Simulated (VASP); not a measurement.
## RbBr: single point with r2SCAN

The system is RbBr.

```
Rb Br
1.0
     4.31175    0.00000    0.00000
     0.00000    4.07966    0.00000
     0.00000    0.00000    4.07966
Rb Br
1 1
Direct
  0.00000 0.00000 0.00000
  0.50000 0.50000 0.50000
```

This cell differs from its parent crystal: uniaxial strain along a: +4.5 %.

| Quantity | Value |
| --- | --- |
| Program | VASP 6.6.1 |
| Task | single point |
| Functional | r2SCAN |
| Potentials or basis | VASP PAW PBE potentials, release 64 (Rb_sv, Br) |
| Cutoff | 520 eV |
| k mesh | 6 × 6 × 6 |
| Occupations | gaussian, width 0.02 eV |
| Spin | no spin polarisation |

| Property | Result |
| --- | --- |
| Pressure | -0.3 GPa |
| Band gap on the k mesh | 4.62 eV, indirect (least direct gap 4.77 eV) |

Stress tensor (GPa, compression positive):
```
-1.41  0.00  0.00
 0.00  0.25  0.00
 0.00  0.00  0.25
```

Levels at points of the mesh, in eV from the valence-band top:
| k point | band 6 | band 7 | band 8 | band 9 | band 10 | band 11 |
| --- | --- | --- | --- | --- | --- | --- |
| (0.00, 0.00, 0.00) | -0.42 | -0.15 | -0.15 | 4.62 | 5.97 | 6.15 |
| (0.50, 0.00, 0.00) | -1.73 | -0.23 | -0.23 | 7.26 | 7.58 | 7.88 |
| (0.00, 0.50, 0.00) | -1.75 | -0.49 | -0.17 | 7.35 | 7.60 | 8.31 |
| (0.50, 0.50, 0.00) | -1.19 | -1.07 | 0.00 | 5.78 | 6.94 | 8.64 |
| (0.00, 0.50, 0.50) | -1.14 | -1.14 | -0.24 | 5.91 | 6.50 | 8.21 |
| (0.50, 0.50, 0.50) | -1.40 | -1.40 | -1.33 | 8.54 | 8.79 | 8.79 |

Wall time 86 s on 1 thread of AMD EPYC 7R13 Processor (Zen 3) (shared host), peak memory 0.17 GiB.

Caveat: the cell differs from its parent crystal (uniaxial strain along a: +4.5 %); the PAW data sets were made with another functional, which shifts forces and pressure a little. A k mesh can miss the band edges.
